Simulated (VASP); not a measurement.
**CaO: single point with PBEsol**

CaO:

```
Ca O
1.0
     2.38358    2.38358    0.00000
    -2.38358    2.38358    0.00000
     0.00000    2.38358    2.38358
Ca O
1 1
Direct
  0.00000 0.00000 0.00000
  0.50000 0.50000 0.00000
```

- Program: VASP 6.6.1
- Task: single point
- Functional: PBEsol
- Potentials or basis: VASP PAW PBE potentials, release 64 (Ca_sv, O)
- Cutoff: 520 eV
- k mesh: 12 × 12 × 12
- Occupations: fermi-dirac, width 0.05 eV
- Spin: no spin polarisation

```json
{
  "Pressure": "0.7 GPa",
  "Band gap on the k mesh": "3.52 eV, indirect (least direct gap 3.89 eV)"
}
```

Levels at points of the mesh, in eV from the valence-band top:
```
           k point  band 4  band 5  band 6  band 7  band 8  band 9  band 10  band 11  band 12  band 13
(0.00, 0.00, 0.00)  -18.11  -15.49    0.00    0.00    0.00    4.76     6.25     6.25     6.25     7.83
(0.50, 0.00, 0.00)  -18.17  -14.14   -2.75   -1.27   -1.27    7.13     8.51     8.51     8.52    10.68
(0.50, 0.50, 0.00)  -18.37  -15.25   -1.31   -0.37   -0.37    3.52     8.23     9.07     9.76     9.76
```

It took 29 s on 1 thread of Intel Xeon 6975P-C, with other jobs on the host, peak memory 0.18 GiB.

Caveat: the PAW data sets were made with another functional, which shifts forces and pressure a little. A k mesh can miss the band edges.
